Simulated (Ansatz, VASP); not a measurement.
**Ru: VASP beside Ansatz**

Contents of INCAR:

```
SYSTEM = Ru
ALGO = Normal
EDIFF = 1E-6
EDIFFG = -0.003
ENCUT = 600
GGA = PE
IBRION = 2
ISIF = 3
ISMEAR = 0
LASPH = .TRUE.
LCHARG = .FALSE.
LREAL = .FALSE.
LWAVE = .FALSE.
NELM = 60
NSW = 80
PREC = Accurate
SIGMA = 0.1
```

KPOINTS

```
k-points
0
G
  24 24 14
  0 0 0
```

File POSCAR:

```
Ru
1.0
    2.7060000000      0.0000000000      0.0000000000
    1.3530000000      2.3434647426      0.0000000000
    0.0000000000      0.0000000000      4.2820000000
Ru
2
Direct
    0.0000000000      0.0000000000      0.1000000000
    0.3333333333      0.3333333333      0.6000000000
```

Input for Ansatz:

```yaml
crystal:
  lattice:
    - [2.706, 0.0, 0.0]
    - [1.353, 2.3434647426, 0.0]
    - [0.0, 0.0, 4.282]
  atoms:
    - { symbol: Ru, position: [0.0, 0.0, 0.1] }
    - { symbol: Ru, position: [0.3333333333, 0.3333333333, 0.6] }
scf:
  occupations: { method: gaussian, width: 0.1 }
output:
  forces: true
  stress: true
kpoints:
  mp_grid: { grid: [24, 24, 14] }
hamiltonian:
  xc: pbe
relax:
  f_tol: 0.003
  cell: { stress_tol: 0.03 }
```

Alike in both runs: task relaxation of cell and atoms; functional PBE; k mesh 24 × 24 × 14; occupations gaussian, width 0.1 eV; no spin polarisation.

|  | VASP | Ansatz |
| --- | --- | --- |
| version | VASP 6.6.1 | Ansatz 0.2.0 |
| potentials or method | VASP PAW PBE potentials, release 64 (Ru_pv) | scalar-relativistic, plane waves, PAW |
| plane-wave cutoff (eV) | 600 | 420 |
| valence electrons in the cell | 28 | 32 |

|  | VASP | Ansatz | Ansatz less VASP |
| --- | --- | --- | --- |
| relaxed volume (Å³/atom) | 13.76 | 13.77 | +0.006 |
| relaxed length of the cell vector where the two differ most in proportion (Å) | 2.721 | 2.722 | +0.0006 |

VASP's potentials hold 28 valence electrons a cell and Ansatz's 32, so a difference there can come from the potentials and not from the codes.
